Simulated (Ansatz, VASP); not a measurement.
Given: the input of a run of VASP 6.6.1 on AlFe.

The input INCAR:

```
ALGO = Fast ; EDIFF = 1E-7
ENCUT = 520 ; GGA = PE
ISIF = 2 ; ISMEAR = -1
ISPIN = 2 ; LASPH = True
LCHARG = False ; LMAXMIX = 4
LORBIT = 11 ; LREAL = False
LWAVE = False ; MAGMOM = 4.5 0
NBANDS = 16 ; NELM = 150
PREC = Accurate ; SIGMA = 0.05
```

Contents of KPOINTS:

```
k-points
0
Gamma
  9 9 9
```

File POSCAR:

```
AlFe
1.0
    2.9100000000      0.0000000000      0.0000000000
    0.0000000000      2.9100000000      0.0000000000
    0.0000000000      0.0000000000      2.9100000000
Fe Al
1 1
Direct
    0.5000000000      0.5000000000      0.5000000000
    0.0000000000      0.0000000000      0.0000000000
```

Potentials or basis: VASP PAW PBE potentials, release 64 (Fe, Al).

Run with:

```bash
$ cat potpaw_PBE.64/Fe/POTCAR potpaw_PBE.64/Al/POTCAR > POTCAR
$ mpirun -np 1 vasp_std > vasp.out
```

Task: Set up the same calculation for Ansatz 0.2.0. Potentials there: Ansatz PAW.

Result: As run (the cutoff follows the program's own potentials):

The input input.yaml:

```yaml
crystal:
  lattice:
    - [2.91, 0.0, 0.0]
    - [0.0, 2.91, 0.0]
    - [0.0, 0.0, 2.91]
  atoms:
    - { symbol: Fe, position: [0.5, 0.5, 0.5], spin: 4.5 }
    - { symbol: Al, position: [0.0, 0.0, 0.0] }
hamiltonian:
  xc: pbe
  pseudopotentials: { kind: paw }
magnetization:
  spin_polarized: true
kpoints:
  mp_grid: { grid: [9, 9, 9] }
scf:
  occupations: { method: fermi_dirac, width: 0.05 }
output:
  forces: true
  stress: true
  eigenvalues: true
```

Potentials or basis: Ansatz PAW.

Run with:

```console
$ ansatz run input.yaml --threads 2 --pin off --max-ram 5120MiB --backend cpu --events-out ev --progress --plain --runs-dir out
```

Both were run:

|  | VASP | Ansatz | Ansatz less VASP |
| --- | --- | --- | --- |
| gap on the k mesh at the Fermi level (eV) | none | none | - |
| pressure (GPa) | -6.2 | -6.1 | +0.04 |
| net moment per atom (μB) | 0.33 | 0.33 | +0.003 |

A gap of «none» marks a metal or a gap that the smearing closes. VASP's potentials hold 11 valence electrons a cell and Ansatz's 19, so a difference there can come from the potentials and not from the codes.
